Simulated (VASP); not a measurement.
# Hg (Fm-3m) in VASP: further runs

Runs on Hg. Level: LDA. Tasks: relaxation of cell and atoms, single point.

Everything below comes from runs of VASP 6.6.1. Logs are shortened: lines on timing, memory, paths and dates and some standing lists are left out, and cuts for length are marked.

### 1 The cell of the first run

The structure is cubic, space group Fm-3m (No. 225). Conventional cell: a = 4.519 Å, b = 4.519 Å, c = 4.519 Å, α = 90.00°, β = 90.00°, γ = 90.00°. Within 4.2 Å of Hg (site symmetry m-3m) lie 12 Hg at 3.20 Å.

### 2 Relaxation of cell and atoms, LDA

The input, INCAR:

```
SYSTEM = Hg
ALGO = Normal
EDIFF = 1E-7
EDIFFG = -0.01
ENCUT = 550
GGA = CA
GGA_COMPAT = .False.
IBRION = 2
ISIF = 3
ISMEAR = -1
LASPH = .True.
LCHARG = .False.
LREAL = .False.
LWAVE = .False.
NELM = 120
NELMIN = 4
NSW = 80
PREC = Accurate
SIGMA = 0.1
```

The input, KPOINTS:

```
k-points
0
Gamma
  12 12 12
  0 0 0
```

The input, POSCAR:

```
Hg
1.0
    0.0000000000      2.2595506664      2.2595506664
    2.2595506664      0.0000000000      2.2595506664
    2.2595506664      2.2595506664      0.0000000000
Hg
1
Direct
    0.0000000000      0.0000000000      0.0000000000
```

Potentials or basis: VASP PAW LDA potentials, release 64 (Hg_sv_GW).

On the command line:

```console
> cat potpaw_LDA.64/Hg_sv_GW/POTCAR > POTCAR
> mpirun -np 1 vasp_std > vasp.out
```

OUTCAR:

```text
SYSTEM = Hg
   EDIFF = 1E-7
   EDIFFG = -0.01
   ENCUT = 550
   GGA = CA
   IBRION = 2
   ISIF = 3
   ISMEAR = -1
   LASPH = .True.
   LREAL = .False.
   NELM = 120
   NELMIN = 4
   NSW = 80
   PREC = Accurate

 ion  position               nearest neighbor table
   1  0.000  0.000  0.000-

  LATTYP: Found a face centered cubic cell.
 ALAT       =     4.5191013328

  Lattice vectors:

 A1 = (   0.0000000000,   2.2595506664,   2.2595506664)
 A2 = (   2.2595506664,   0.0000000000,   2.2595506664)
 A3 = (   2.2595506664,   2.2595506664,   0.0000000000)

Analysis of symmetry for initial positions (statically):
=====================================================================
 Subroutine PRICEL returns:
 Original cell was already a primitive cell.

 Routine SETGRP: Setting up the symmetry group for a
 face centered cubic supercell.

 Subroutine GETGRP returns: Found 48 space group operations
 (whereof 48 operations were pure point group operations)
 out of a pool of 48 trial point group operations.

The static configuration has the point symmetry O_h .

Analysis of symmetry for dynamics (positions and initial velocities):
=====================================================================
 Subroutine PRICEL returns:
 Original cell was already a primitive cell.

 Routine SETGRP: Setting up the symmetry group for a
 face centered cubic supercell.

 Subroutine GETGRP returns: Found 48 space group operations
 (whereof 48 operations were pure point group operations)
 out of a pool of 48 trial point group operations.

The dynamic configuration has the point symmetry O_h .

 Subroutine INISYM returns: Found 48 space group operations
 (whereof 48 operations are pure point group operations),
 and found     1 'primitive' translations

----------------------------------------------------------------------------------------

                                     Primitive cell

  volume of cell :      23.0726

  direct lattice vectors                    reciprocal lattice vectors
     0.000000000  2.259550666  2.259550666    -0.221282934  0.221282934  0.221282934
     2.259550666  0.000000000  2.259550666     0.221282934 -0.221282934  0.221282934
     2.259550666  2.259550666  0.000000000     0.221282934  0.221282934 -0.221282934

  length of vectors
     3.195487197  3.195487197  3.195487197     0.383273284  0.383273284  0.383273284

  position of ions in fractional coordinates (direct lattice)
     0.000000000  0.000000000  0.000000000

  ion indices of the primitive-cell ions
   primitive index   ion index
                 1           1

----------------------------------------------------------------------------------------

 KPOINTS: k-points

Automatic generation of k-mesh.
 Grid dimensions read from file:
 generate k-points for:   12   12   12

 Generating k-lattice:

  Cartesian coordinates                     Fractional coordinates (reciprocal lattice)
    -0.018440244  0.018440244  0.018440244     0.083333333  0.000000000  0.000000000
     0.018440244 -0.018440244  0.018440244     0.000000000  0.083333333  0.000000000
     0.018440244  0.018440244 -0.018440244     0.000000000  0.000000000  0.083333333

  Length of vectors
     0.031939440  0.031939440  0.031939440

  Shift w.r.t. Gamma in fractional coordinates (k-lattice)
     0.000000000  0.000000000  0.000000000

 Subroutine IBZKPT returns following result:
 ===========================================

 Found     72 irreducible k-points:

 Following reciprocal coordinates:
            Coordinates               Weight
  0.000000  0.000000  0.000000      1.000000
  0.083333  0.000000  0.000000      8.000000
  0.166667  0.000000  0.000000      8.000000
  0.250000  0.000000  0.000000      8.000000
  0.333333  0.000000  0.000000      8.000000
  0.416667  0.000000  0.000000      8.000000
[... 16 lines left out ...]
  0.500000  0.166667  0.000000     24.000000
 -0.416667  0.166667  0.000000     24.000000
 [... further k-points ...]
   k-points           NKPTS =     72   k-points in BZ     NKDIM =     72   number of bands    NBANDS=     14
   number of dos      NEDOS =    301   number of ions     NIONS =      1
   total plane-waves  NPLWV =  13824
   dimension x,y,z NGX =    24 NGY =   24 NGZ =   24
   dimension x,y,z NGXF=    48 NGYF=   48 NGZF=   48
   ions per type =               1
   NGX,Y,Z   is equivalent  to a cutoff of  12.49, 12.49, 12.49 a.u.
   NGXF,Y,Z  is equivalent  to a cutoff of  24.97, 24.97, 24.97 a.u.
 SYSTEM =  Hg
   PREC   = accura    normal or accurate (medium, high low for compatibility)
   ISTART =      0    job   : 0-new  1-cont  2-samecut
   ICHARG =      2    charge: 1-file 2-atom 10-const
   ISPIN  =      1    spin polarized calculation?
   LNONCOLLINEAR =      F non collinear calculations
   LSORBIT =      F    spin-orbit coupling
   LASPH  =      T    aspherical Exc in radial PAW
   ENCUT  =  550.0 eV  40.42 Ry    6.36 a.u.   6.11  6.11  6.11*2*pi/ulx,y,z
   NELM   =    120;   NELMIN=  4; NELMDL= -5     # of ELM steps
   EDIFF  = 0.1E-06   stopping-criterion for ELM
   LREAL  =      F    real-space projection
   EDIFFG = -.1E-01   stopping-criterion for IOM
   NSW    =     80    number of steps for IOM
   IBRION =      2    ionic relax: 0-MD 1-quasi-New 2-CG
   NFREE  =      1    steps in history (QN), initial steepest desc. (CG)
   ISIF   =      3    stress and relaxation
   ISYM   =      2    0-nonsym 1-usesym 2-fastsym
   POTIM  = 0.5000    time-step for ionic-motion
   TEBEG  =    0.0;   TEEND  =   0.0 temperature during run
   PSTRESS=    0.0 pullay stress
   NELECT =      20.0000    total number of electrons
   NUPDOWN=      -1.0000    fix difference up-down
   EMIN   =  10.00;   EMAX   =-10.00  energy-range for DOS
   EFERMI =   0.00;   METHOD = LEGACY
   ISMEAR =    -1;   SIGMA  =   0.10  broadening in eV -4-tet -1-fermi 0-gaus
   EFERMI_NEDOS =   21; number of points for ismear=-14 and -15
   IALGO  =     38    algorithm
   IMIX   =      4    mixing-type and parameters
     AMIX     =   0.40;   BMIX     =  1.00
     AMIX_MAG =   1.60;   BMIX_MAG =  1.00
  volume/ion in A,a.u.               =      23.07       155.70
  Fermi-wavevector in a.u.,A,eV,Ry     =   1.560940  2.949748 33.151034  2.436532
  Thomas-Fermi vector in A             =   2.664078
   LORBIT       =      0    0 simple, 1 ext, 2 COOP (PROOUT), +10 PAW based schemes
   GGA     = CA    functional components
   LHFCALC =     F    Hartree Fock is set to
   AEXX    =    0.0000 exact exchange contribution
   IVDW    =     0    specifies the selected vdW correction
   LEPSILON=     F    determine dielectric tensor
   LRPA    =     F    only Hartree local field effects (RPA)
 conjugate gradient relaxation of ions
 non-spin polarized calculation
  energy-cutoff  :      550.00
  volume of cell :       23.07
 maximum number of plane-waves:       692
   NGX = 13   NGY = 13   NGZ = 13

--------------------------------------- Ionic step        1  -------------------------------------------

 number of electron      20.0000005 magnetization

 Free energy of the ion-electron system (eV)
  ---------------------------------------------------
  ext. energy  EPLUGINS =         0.00000000
  ---------------------------------------------------
  free energy    TOTEN  =        -0.95509454 eV

  energy without entropy =       -0.94544118  energy(sigma->0) =       -0.95026786

------------------------ aborting loop because EDIFF is reached ----------------------------------------

  FORCE on cell =-STRESS in cart. coord.  units (eV):
  Direction    XX          YY          ZZ          XY          YZ          ZX
  --------------------------------------------------------------------------------------
  -------------------------------------------------------------------------------------
  Total       -0.3149203     -0.3149203     -0.3149203      0.0000000     -0.0000000      0.0000000
  in kB      -21.8682974    -21.8682974    -21.8682974      0.0000000     -0.0000000      0.0000000
  external PRESSURE =     -21.8682974 kB  Pullay stress =       0.0000000 kB
[... 55 lines left out ...]
  energy  without entropy=       -0.9519361366  energy(sigma->0) =       -0.95711019

--------------------------------------- Ionic step        3  -------------------------------------------

 number of electron      19.9999990 magnetization

 Free energy of the ion-electron system (eV)
  ---------------------------------------------------
  ext. energy  EPLUGINS =         0.00000000
  ---------------------------------------------------
  free energy    TOTEN  =        -0.96228968 eV

  energy without entropy =       -0.95195571  energy(sigma->0) =       -0.95712270

 E-fermi :   6.4590     XC(G=0): -12.1216

 val. band max:        6.3989376134   @ k =  -0.3333   0.4167   0.1667
 cond. band min:       6.5111356214   @ k =  -0.4167   0.5000   0.0833
 fundamental gap:      0.1121980079
 Fermi energy:         6.4590337790

 k-point     1 :       0.0000    0.0000    0.0000
  band No.  band energies     occupation
      1    -108.0853      2.00000
      2     -56.6718      2.00000
      3     -56.6718      2.00000
      4     -56.6718      2.00000
      5      -3.2063      2.00000
      6      -0.7635      2.00000
      7      -0.7635      2.00000
      8      -0.7635      2.00000
      9      -0.0177      2.00000
     10      -0.0177      2.00000
     11      19.3786      0.00000
     12      21.3403      0.00000
     13      21.3403      0.00000
     14      21.3403      0.00000
[... 375 lines left out ...]
 k-point    24 :      -0.4167    0.1667    0.0000
  band No.  band energies     occupation
      1    -108.0834      2.00000
      2     -56.7174      2.00000
      3     -56.6890      2.00000
      4     -56.6820      2.00000
      5      -1.5735      2.00000
      6      -0.8869      2.00000
      7      -0.4891      2.00000
      8       0.0226      2.00000
      9       0.5031      2.00000
     10       4.6591      2.00000
     11       6.3589      1.46265
     12      14.9707      0.00000
     13      18.0056      0.00000
     14      19.1218      0.00000

 [... further k-points ...]

------------------------ aborting loop because EDIFF is reached ----------------------------------------

  FORCE on cell =-STRESS in cart. coord.  units (eV):
  Direction    XX          YY          ZZ          XY          YZ          ZX
  --------------------------------------------------------------------------------------
  -------------------------------------------------------------------------------------
  Total       -0.0016224     -0.0016224     -0.0016224      0.0000000      0.0000000      0.0000000
  in kB       -0.1177926     -0.1177926     -0.1177926      0.0000000      0.0000000      0.0000000
  external PRESSURE =      -0.1177926 kB  Pullay stress =       0.0000000 kB
[... 16 lines left out ...]
  FREE ENERGIE OF THE ION-ELECTRON SYSTEM (eV)
  ---------------------------------------------------
  free  energy   TOTEN  =        -0.9622896829 eV

  energy  without entropy=       -0.9519557134  energy(sigma->0) =       -0.95712270

 reached required accuracy - stopping structural energy minimisation
```

Run time: 35 s. Hardware: 1 thread of AMD EPYC 7R13 (Zen 3), shared host; peak memory 0.13 GiB.

Results:

* Free energy: -0.9623 eV
* Relaxed volume: 22.07 Å³/atom
* Relaxed cell: a = 3.148 Å, b = 3.148 Å, c = 3.148 Å, α = 60.00°, β = 60.00°, γ = 60.00°
* Space group after relaxing (to 0.1 Å): Fm-3m (No. 225)
* Energy gained by relaxing: 7.2 meV/atom
* Ionic steps: 3
* Pressure after relaxing: 0.0 GPa
* Band gap on the k mesh: zero (bands 10 and 11 overlap by 2.01 eV)

Step by step:
```
step  energy change (eV)  largest force (eV/Å)  pressure (GPa)  volume (Å³)
   1              0.0000                0.0000           -2.19        23.07
   2             -0.0072                0.0000            0.08        22.04
   3             -0.0072                0.0000           -0.01        22.07
```

Final structure:
```yaml
crystal:
  lattice:
    - [0.00000, 2.22626, 2.22626]
    - [2.22626, 0.00000, 2.22626]
    - [2.22626, 2.22626, 0.00000]
  atoms:
    - { symbol: Hg, position: [0.00000, 0.00000, 0.00000] }
```

Levels at points of the mesh, in eV from the Fermi level:
```
           k point  band 8  band 9  band 10  band 11  band 12  band 13
(0.00, 0.00, 0.00)   -7.22   -6.48    -6.48    12.92    14.88    14.88
(0.50, 0.00, 0.00)   -5.86   -5.86    -1.95    -1.45    12.33    12.67
(0.50, 0.50, 0.00)   -5.69   -5.69    -0.47     0.75     6.96     6.96
```

Caveat: spin-orbit coupling is left out, which moves the levels of the heavy elements.

[end of part 1 of 2]

The gap in the log of VASP goes by the Fermi energy; the results here count the filled bands.